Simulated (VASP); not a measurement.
A run of VASP 6.6.1 is set up as follows.

File POSCAR:

```
Ti3Al5
1.0
    3.8982868407     -0.0974571710      0.0000000000
   -0.0974571710      3.8982868407      0.0000000000
    0.0000000000      0.0000000000      8.3249320111
Ti Al
3 5
Direct
    0.0000000000      0.0000000000      0.5000000000
    0.5000000000      0.5000000000      0.0000000000
    0.5000000000      0.5000000000      0.5000000000
    0.0000000000      0.5000000000      0.2513308179
    0.0000000000      0.5000000000      0.7486691821
    0.5000000000      0.0000000000      0.2513308179
    0.5000000000      0.0000000000      0.7486691821
    0.0000000000      0.0000000000      0.0000000000
```

INCAR.step1

```
SYSTEM = Ti3Al5
PREC = Accurate
ENCUT = 520
ISMEAR = 0
SIGMA = 0.15
LREAL = .FALSE.
LASPH = .TRUE.
NELM = 60
NBANDS = 36
GGA = PE
ALGO = Normal
EDIFF = 1E-4
LWAVE = .TRUE.
LCHARG = .FALSE.
```

The input INCAR.step2:

```
SYSTEM = Ti3Al5
PREC = Accurate
ENCUT = 520
EDIFF = 1E-6
ISMEAR = 0
SIGMA = 0.15
LREAL = .FALSE.
LASPH = .TRUE.
NELM = 60
ALGO = Normal
ISIF = 2
LWAVE = .FALSE.
LCHARG = .FALSE.
METAGGA = R2SCAN
LMIXTAU = .TRUE.
NBANDS = 36
ISTART = 1
```

KPOINTS

```
Automatic mesh
0
G
  10 10 6
  0 0 0
```

Potentials or basis: VASP PAW PBE potentials, release 64 (Ti_sv, Al).

Launch:

```console
$ cat potpaw_PBE.64/Ti_sv/POTCAR potpaw_PBE.64/Al/POTCAR > POTCAR
$ cp INCAR.step1 INCAR
$ mpirun -np 1 vasp_std > vasp.out
$ cp INCAR.step2 INCAR
$ mpirun -np 1 vasp_std > vasp.out
```

(1) Estimate the band gap on the k mesh.

(2) Estimate the pressure.

(3) Estimate the largest force.

Results:

(1) zero (an odd number of electrons rules out a gap without spin polarisation).

(2) 0.4 GPa.

(3) 0.014 eV/Å.

Caveat: the cell differs from its parent crystal (strain -0.0500 x Voigt [0, 0, 0, 0, 0, 1]); the PAW data sets were made with another functional, which shifts forces and pressure a little.
